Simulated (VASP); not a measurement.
CaGa2:

```
CELL_PARAMETERS angstrom
4.23886 0.00000 0.00000
-2.11943 3.67096 0.00000
0.00000 0.00000 4.41641
ATOMIC_POSITIONS crystal
Ca 0.00000 0.00000 0.00000
Ga 0.33333 0.66667 0.50000
Ga 0.66667 0.33333 0.50000
```

| Item | Value |
| --- | --- |
| Program | VASP 6.6.1 |
| Task | relaxation of cell and atoms |
| Functional | LDA |
| Potentials or basis | VASP PAW LDA potentials, release 64 (Ca_sv, Ga_d) |
| Cutoff | 600 eV |
| k mesh | 5 × 5 × 4 |
| Occupations | gaussian, width 0.1 eV |
| Spin | no spin polarisation |

At the start: pressure -3.3 GPa; volume 22.91 Å³/atom.

Task: How do energy, volume and symmetry change on relaxing?

Result: Over 5 steps the energy falls by 17.4 meV/atom and the volume is 21.30 Å³/atom (-7.0 %); space group P6/mmm (No. 191, to 0.05 Å).

Step by step:
```
step  energy change (eV)  largest force (eV/Å)  pressure (GPa)  volume (Å³)
   1              0.0000                0.0000           -3.29        68.72
   2             -0.0440                0.0000            0.51        64.15
   3             -0.0448                0.0000           -0.07        64.67
   4             -0.0499                0.0000            0.06        64.31
   5             -0.0523                0.0000            0.11        63.91
```

Final structure:
```cif
data_structure
_symmetry_space_group_name_H-M 'P 1'
_symmetry_Int_Tables_number 1
_cell_length_a 4.1736
_cell_length_b 4.1736
_cell_length_c 4.2363
_cell_angle_alpha 90.000
_cell_angle_beta 90.000
_cell_angle_gamma 120.000
_cell_volume 63.91
loop_
_atom_site_label
_atom_site_type_symbol
_atom_site_fract_x
_atom_site_fract_y
_atom_site_fract_z
_atom_site_occupancy
Ca1 Ca 0.00000 0.00000 0.00000 1
Ga1 Ga 0.33333 0.66667 0.50000 1
Ga2 Ga 0.66667 0.33333 0.50000 1
```
